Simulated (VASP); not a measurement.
# Cu in VASP: further runs

Runs on Cu. Level: LDA. Tasks: single point.

Program: VASP 6.6.1. These are calculated values, not measurements. Logs are shortened: lines on timing, memory, paths and dates and some standing lists are left out, and cuts for length are marked.

## Step 1: The cell of the first run

The typed cell holds 5 atoms: a = 5.603 Å, b = 5.603 Å, c = 2.482 Å, α = 103.07°, β = 132.49°, γ = 90.00°.

## Step 2: Single point, LDA

Contents of INCAR:

```
SYSTEM = Cu
PREC     = Accurate       ! precision mode
ENCUT    = 520            ! plane-wave cutoff, eV
EDIFF    = 1E-6           ! SCF threshold, eV
ISMEAR   = 0              ! smearing method
SIGMA    = 0.1            ! smearing width, eV
LREAL    = .FALSE.        ! projectors in reciprocal space
LASPH    = .TRUE.         ! aspherical terms in the spheres
NELM     = 80             ! most SCF steps
ALGO     = Fast           ! electronic algorithm
ISIF     = 2              ! what is computed and relaxed
LWAVE    = .FALSE.        ! write WAVECAR
LCHARG   = .FALSE.        ! write CHGCAR
NBANDS   = 36             ! bands
```

Contents of KPOINTS:

```
regular mesh
0
G
  6 6 19
  0 0 0
```

Contents of POSCAR:

```
Cu
1.0
    5.6033769384      0.0000007508      0.0072214387
    0.0000007508      5.6033814707     -0.0011651886
   -1.6787657495     -0.5607009944      1.7398438336
Cu
5
Direct
    0.0000000000      0.0000000000      0.0000000000
    0.2000000000      0.4000000000      0.0000000000
    0.4000000000      0.8000000000      0.0000000000
    0.6000000000      0.2000000000      0.0000000000
    0.8000000000      0.6000000000      0.0000000000
```

Potentials or basis: VASP PAW LDA potentials, release 64 (Cu).

Run with:

```console
> cat potpaw_LDA.64/Cu/POTCAR > POTCAR
> mpirun -np 1 vasp_std > vasp.out
```

OUTCAR:

```text
SYSTEM = Cu
   PREC = Accurate
   ENCUT = 520
   EDIFF = 1E-6
   ISMEAR = 0
   LREAL = .FALSE.
   LASPH = .TRUE.
   NELM = 80
   ISIF = 2

 ion  position               nearest neighbor table
   1  0.000  0.000  0.000-   2 2.48   5 2.48   4 2.49   3 2.49   4 2.49   3 2.49   4 2.51   3 2.51
                             5 2.51   2 2.51
   2  0.200  0.400  0.000-   1 2.48   3 2.48   4 2.49   5 2.49   5 2.49   4 2.49   4 2.51   5 2.51
                             3 2.51   1 2.51
   3  0.400  0.800  0.000-   2 2.48   4 2.48   5 2.49   1 2.49   5 2.49   1 2.49   5 2.51   1 2.51
                             2 2.51   4 2.51
   4  0.600  0.200  0.000-   5 2.48   3 2.48   2 2.49   1 2.49   2 2.49   1 2.49   2 2.51   1 2.51
                             5 2.51   3 2.51
   5  0.800  0.600  0.000-   1 2.48   4 2.48   3 2.49   2 2.49   2 2.49   3 2.49   3 2.51   2 2.51
                             4 2.51   1 2.51
[... 11 lines left out ...]
 A1 = (   0.0000007508,   5.6033814707,  -0.0011651886)
 A2 = (   2.2458461902,   4.4819802327,   3.4857439173)
 A3 = (   1.6787657495,   0.5607009944,  -1.7398438336)

Analysis of symmetry for initial positions (statically):
=====================================================================
 Subroutine PRICEL returns following result:

  LATTYP: Found a triclinic cell.
 ALAT       =     2.4832471075
 B/A-ratio  =     1.4029173566
 C/A-ratio  =     1.0091256811
 COS(alpha) =     0.0007811613
 COS(beta)  =     0.5051107929
 COS(gamma) =     0.7005950512

  Lattice vectors:

 A1 = (  -0.5580900615,   1.6806517440,   1.7408220459)
 A2 = (   0.0044948142,  -0.0007252442,   3.4837874927)
 A3 = (   1.1206756880,   2.2413527384,   0.0009782123)

   5 primitive cells build up your supercell.

 Routine SETGRP: Setting up the symmetry group for a
 triclinic supercell.

 Subroutine GETGRP returns: Found  2 space group operations
 (whereof  2 operations were pure point group operations)
 out of a pool of  2 trial point group operations.

The static configuration has the point symmetry S_2 .

Analysis of symmetry for dynamics (positions and initial velocities):
=====================================================================
 Subroutine PRICEL returns following result:

  LATTYP: Found a triclinic cell.
 ALAT       =     2.4832471075
 B/A-ratio  =     1.4029173566
 C/A-ratio  =     1.0091256811
 COS(alpha) =     0.0007811613
 COS(beta)  =     0.5051107929
 COS(gamma) =     0.7005950512

  Lattice vectors:

 A1 = (  -0.5580900615,   1.6806517440,   1.7408220459)
 A2 = (   0.0044948142,  -0.0007252442,   3.4837874927)
[... 112 lines left out ...]
   NSW    =      0    number of steps for IOM
   IBRION =     -1    ionic relax: 0-MD 1-quasi-New 2-CG
   NFREE  =      0    steps in history (QN), initial steepest desc. (CG)
   ISIF   =      2    stress and relaxation
   ISYM   =      2    0-nonsym 1-usesym 2-fastsym
   POTIM  = 0.5000    time-step for ionic-motion
   TEBEG  =    0.0;   TEEND  =   0.0 temperature during run
   PSTRESS=    0.0 pullay stress
   NELECT =      55.0000    total number of electrons
   NUPDOWN=      -1.0000    fix difference up-down
   EMIN   =  10.00;   EMAX   =-10.00  energy-range for DOS
   EFERMI =   0.00;   METHOD = LEGACY
   ISMEAR =     0;   SIGMA  =   0.10  broadening in eV -4-tet -1-fermi 0-gaus
   EFERMI_NEDOS =   21; number of points for ismear=-14 and -15
   IALGO  =     68    algorithm
   IMIX   =      4    mixing-type and parameters
     AMIX     =   0.40;   BMIX     =  1.00
     AMIX_MAG =   1.60;   BMIX_MAG =  1.00
  volume/ion in A,a.u.               =      10.94        73.82
  Fermi-wavevector in a.u.,A,eV,Ry     =   1.640170  3.099471 36.601797  2.690156
  Thomas-Fermi vector in A             =   2.730853
   LORBIT       =      0    0 simple, 1 ext, 2 COOP (PROOUT), +10 PAW based schemes
   GGA     = CA    functional components
   LHFCALC =     F    Hartree Fock is set to
   AEXX    =    0.0000 exact exchange contribution
   IVDW    =     0    specifies the selected vdW correction
   LEPSILON=     F    determine dielectric tensor
   LRPA    =     F    only Hartree local field effects (RPA)
 non-spin polarized calculation
 RMM-DIIS sequential band-by-band and
 Gauss-broadening in eV      SIGMA  =   0.10
  energy-cutoff  :      520.00
  volume of cell :       54.69
 maximum number of plane-waves:      1500
 NGX is ok and might be reduce to    42
   NGX = 21   NGY = 21   NGZ =  9

 number of electron      54.9999999 magnetization

 Free energy of the ion-electron system (eV)
  ---------------------------------------------------
  ext. energy  EPLUGINS =         0.00000000
  ---------------------------------------------------
  free energy    TOTEN  =       -23.54169644 eV

  energy without entropy =      -23.53540622  energy(sigma->0) =      -23.53855133

 E-fermi :   8.3921     XC(G=0): -13.5569

 val. band max:        8.3877675367   @ k =  -0.1667   0.1667   0.4211
 cond. band min:       8.4077857193   @ k =   0.1667  -0.1667   0.1579
 fundamental gap:      0.0200181826
 Fermi energy:         8.3921086447

 k-point     1 :       0.0000    0.0000    0.0000
  band No.  band energies     occupation
      1      -1.6075      2.00000
      2       2.7299      2.00000
      3       2.7299      2.00000
      4       3.4748      2.00000
      5       3.4748      2.00000
      6       4.2068      2.00000
[... 925 lines left out ...]
     35      22.0431      0.00000
     36      22.8057      0.00000

 [... further k-points ...]

------------------------ aborting loop because EDIFF is reached ----------------------------------------

  FORCE on cell =-STRESS in cart. coord.  units (eV):
  Direction    XX          YY          ZZ          XY          YZ          ZX
  --------------------------------------------------------------------------------------
  -------------------------------------------------------------------------------------
  Total       -0.1581274     -0.1278915      0.2663561      0.0114480      0.0001208      0.0034651
  in kB       -4.6323021     -3.7465480      7.8028323      0.3353656      0.0035380      0.1015083
  external PRESSURE =      -0.1920059 kB  Pullay stress =       0.0000000 kB

 VOLUME and BASIS-vectors are now :
 -----------------------------------------------------------------------------
  energy-cutoff  :      520.00
  volume of cell :       54.69
      direct lattice vectors                 reciprocal lattice vectors
     5.603376938  0.000000751  0.007221439     0.178242147  0.000035742  0.171996387
     0.000000751  5.603381471 -0.001165189    -0.000074058  0.178475612  0.057446033
    -1.678765749 -0.560700994  1.739843834    -0.000739866  0.000119378  0.574088809

 POSITION                                       TOTAL-FORCE (eV/Angst)
 -----------------------------------------------------------------------------------
      0.00000      0.00000      0.00000        -0.000000     -0.000000      0.000000
      1.12068      2.24135      0.00098        -0.000000      0.000000     -0.000000
      2.24135      4.48271      0.00196        -0.000000      0.000000     -0.000000
      3.36203      1.12068      0.00410        -0.000000      0.000000      0.000000
      4.48270      3.36203      0.00508         0.000000     -0.000000     -0.000000
 -----------------------------------------------------------------------------------
    total drift:                               -0.000000      0.000000     -0.000000

  FREE ENERGIE OF THE ION-ELECTRON SYSTEM (eV)
  ---------------------------------------------------
  free  energy   TOTEN  =       -23.5416964432 eV

  energy  without entropy=      -23.5354062243  energy(sigma->0) =      -23.53855133
```

OSZICAR:

```text
N       E                     dE             d eps       ncg     rms          rms(c)
DAV:   1     0.452705963772E+03    0.45271E+03   -0.23876E+04 26152   0.281E+03
DAV:   2     0.233624109932E+02   -0.42934E+03   -0.41576E+03 24768   0.435E+02
DAV:   3    -0.268792848644E+02   -0.50242E+02   -0.47765E+02 25700   0.204E+02
DAV:   4    -0.285985965898E+02   -0.17193E+01   -0.17110E+01 28376   0.526E+01
DAV:   5    -0.286253362440E+02   -0.26740E-01   -0.26736E-01 31108   0.659E+00    0.180E+01
RMM:   6    -0.250718897154E+02    0.35534E+01   -0.40454E+01 26945   0.904E+01    0.892E+00
RMM:   7    -0.235880991100E+02    0.14838E+01   -0.80546E+00 26564   0.427E+01    0.212E+00
RMM:   8    -0.235388208570E+02    0.49278E-01   -0.45711E-01 27753   0.391E+00    0.312E-01
RMM:   9    -0.235397319765E+02   -0.91112E-03   -0.80120E-02 28818   0.385E+00    0.142E-01
RMM:  10    -0.235418372957E+02   -0.21053E-02   -0.21942E-02 30484   0.821E-01    0.404E-02
RMM:  11    -0.235417427564E+02    0.94539E-04   -0.18645E-03 28380   0.583E-01    0.854E-02
RMM:  12    -0.235416780009E+02    0.64755E-04   -0.89249E-04 29628   0.307E-01    0.224E-02
RMM:  13    -0.235417002871E+02   -0.22286E-04   -0.22868E-04 29895   0.997E-02    0.207E-02
RMM:  14    -0.235417034988E+02   -0.32117E-05   -0.25797E-05 27056   0.455E-02    0.257E-02
RMM:  15    -0.235416972918E+02    0.62070E-05   -0.13989E-05 27111   0.419E-02    0.757E-03
RMM:  16    -0.235416962781E+02    0.10136E-05   -0.56674E-06 22004   0.252E-02    0.157E-03
RMM:  17    -0.235416964432E+02   -0.16506E-06   -0.20777E-06 16560   0.954E-03
   1 F= -.23541696E+02 E0= -.23538551E+02  d E =-.629022E-02
```

stdout:

```text
POSCAR found type information on POSCAR Cu
 POSCAR found :  1 types and       5 ions
 scaLAPACK will be used
 LDA part: xc-table for (Slater(with rela. corr.)+CA(PZ))
 , standard interpolation
 POSCAR, INCAR and KPOINTS ok, starting setup
 FFT: planning ... GRIDC
 FFT: planning ... GRID_SOFT
 FFT: planning ... GRID
 WAVECAR not read
 entering main loop
WARNING in EDDRMM: call to ZHEGV failed, returncode =   8  4     34
WARNING in EDDRMM: call to ZHEGV failed, returncode =   8  4     35
WARNING in EDDRMM: call to ZHEGV failed, returncode =   8  4     36
WARNING in EDDRMM: call to ZHEGV failed, returncode =   8  4     36
```

It took 6.6 min on 1 thread of Intel Xeon 6975P-C (Granite Rapids), shared host; peak memory 0.51 GiB.

What came out:

| Property | Result |
| --- | --- |
| Free energy | -23.5417 eV |
| Pressure | 0.0 GPa |

## Step 3: Single point, LDA

Contents of INCAR:

```
  ALGO = Fast
  EDIFF = 1E-7
  ENCUT = 520
  GGA = CA
  ISIF = 2
  ISMEAR = 1
  LASPH = T
  LCHARG = F
  LREAL = F
  LWAVE = F
  NBANDS = 36
  NELM = 100
  PREC = Accurate
  SIGMA = 0.1
```

Contents of KPOINTS:

```
k-points
0
Gamma
  6 6 19
```

POSCAR is that of step 2.

Potentials or basis: VASP PAW LDA potentials, release 64 (Cu).

Run with:

```console
> cat potpaw_LDA.64/Cu/POTCAR > POTCAR
> mpirun -np 1 vasp_std > vasp.out
```

Wall time 8.6 min (1 thread of Intel Xeon 6975P-C (Granite Rapids), shared host); peak memory 0.51 GiB.

The run converged. Its results:

* Free energy: -23.5386 eV
* Pressure: -0.1 GPa

Stress tensor (GPa, compression positive):
```
-0.53  0.05  0.07
 0.05 -0.49 -0.01
 0.07 -0.01  0.68
```

Levels at points of the mesh, in eV from the Fermi level:
| k point | band 23 | band 24 | band 25 | band 26 | band 27 | band 28 | band 29 | band 30 | band 31 | band 32 |
| --- | --- | --- | --- | --- | --- | --- | --- | --- | --- | --- |
| (0.00, 0.00, 0.00) | -1.95 | -1.95 | -1.83 | -1.83 | -1.28 | -1.28 | 1.49 | 1.49 | 4.87 | 4.87 |
| (0.50, 0.00, 0.00) | -2.09 | -1.83 | -1.83 | -1.81 | -1.77 | -1.27 | -1.21 | -1.21 | 4.07 | 12.68 |
| (0.00, 0.50, 0.00) | -2.29 | -1.89 | -1.89 | -1.81 | -1.77 | -1.28 | 3.82 | 3.82 | 4.05 | 5.05 |
| (0.50, 0.50, 0.00) | -2.10 | -2.10 | -1.80 | -1.66 | -1.60 | -1.59 | -1.59 | 1.25 | 7.46 | 9.27 |

## Step 4: Single point, LDA

Contents of INCAR:

```
PREC     = Accurate       # precision mode
ENCUT    = 520            # plane-wave cutoff, eV
EDIFF    = 1E-6           # SCF threshold, eV
ISMEAR   = 0              # smearing method
SIGMA    = 0.1            # smearing width, eV
LREAL    = False          # projectors in reciprocal space
LASPH    = True           # aspherical terms in the spheres
NELM     = 60             # most SCF steps
ALGO     = Fast           # electronic algorithm
ISIF     = 2              # what is computed and relaxed
LWAVE    = False          # write WAVECAR
LCHARG   = False          # write CHGCAR
GGA      = CA             # functional
NBANDS   = 36             # bands
```

Contents of KPOINTS:

```
Automatic mesh
0
Gamma
  6 6 19
```

Edit POSCAR of step 3 so:

```diff
@@ -2,5 +2,5 @@
 1.0
-    5.6033769384      0.0000007508      0.0072214387
-    0.0000007508      5.6033814707     -0.0011651886
-   -1.6787657495     -0.5607009944      1.7398438336
+    5.6033815918      0.0000000000      0.0000000000
+    0.0000000000      5.6033815918      0.0000000000
+   -1.6810144775     -0.5603381592      1.7438463679
 Cu
```

Run with:

```console
> cat potpaw_LDA.64/Cu/POTCAR > POTCAR
> mpirun -np 1 vasp_std > vasp.out
```

Wall time 11 min (1 thread of Intel Xeon Platinum 8488C (Sapphire Rapids), shared host); peak memory 0.52 GiB.

It converged, with:

```
Free energy : -23.5419 eV
Pressure    : -0.1 GPa
```

Stress tensor (GPa, compression positive):
```
-0.50  0.03  0.27
 0.03 -0.42 -0.05
 0.27 -0.05  0.66
```

Levels at points of the mesh, in eV from the Fermi level:
| k point | band 23 | band 24 | band 25 | band 26 | band 27 | band 28 | band 29 | band 30 | band 31 | band 32 |
| --- | --- | --- | --- | --- | --- | --- | --- | --- | --- | --- |
| (0.00, 0.00, 0.00) | -1.94 | -1.94 | -1.83 | -1.83 | -1.28 | -1.28 | 1.50 | 1.50 | 4.89 | 4.89 |
| (0.50, 0.00, 0.00) | -2.09 | -1.82 | -1.82 | -1.81 | -1.77 | -1.25 | -1.20 | -1.20 | 4.07 | 12.72 |
| (0.00, 0.50, 0.00) | -2.28 | -1.89 | -1.89 | -1.81 | -1.77 | -1.25 | 3.83 | 3.83 | 4.07 | 5.06 |
| (0.50, 0.50, 0.00) | -2.10 | -2.10 | -1.80 | -1.66 | -1.60 | -1.58 | -1.58 | 1.26 | 7.46 | 9.28 |

## Step 5: Summary

```tsv
cell	smearing	further INCAR settings	gap on the mesh (eV)	pressure (GPa)
a = 5.603, b = 5.603, c = 2.482 Å, angles 103.1, 132.5, 90.0°, 5 atoms	gaussian 0.1 eV	ALGO = Fast; EDIFF = 1e-06; NBANDS = 36	none	0.0
a = 5.603, b = 5.603, c = 2.482 Å, angles 103.1, 132.5, 90.0°, 5 atoms	methfessel-paxton 0.1 eV	ALGO = Fast; EDIFF = 1e-07; NBANDS = 36	none	-0.1
a = 5.603, b = 5.603, c = 2.486 Å, angles 103.0, 132.5, 90.0°, 5 atoms	gaussian 0.1 eV	ALGO = Fast; EDIFF = 1e-06; NBANDS = 36	none	-0.1
```

Alike in all rows: task single point; level LDA; potentials or basis VASP PAW LDA potentials, release 64 (Cu); no spin polarisation; k mesh 6 × 6 × 19; cutoff (eV) 520.

Total energies depend on the potentials used, so only differences within one code and one set of settings carry meaning.
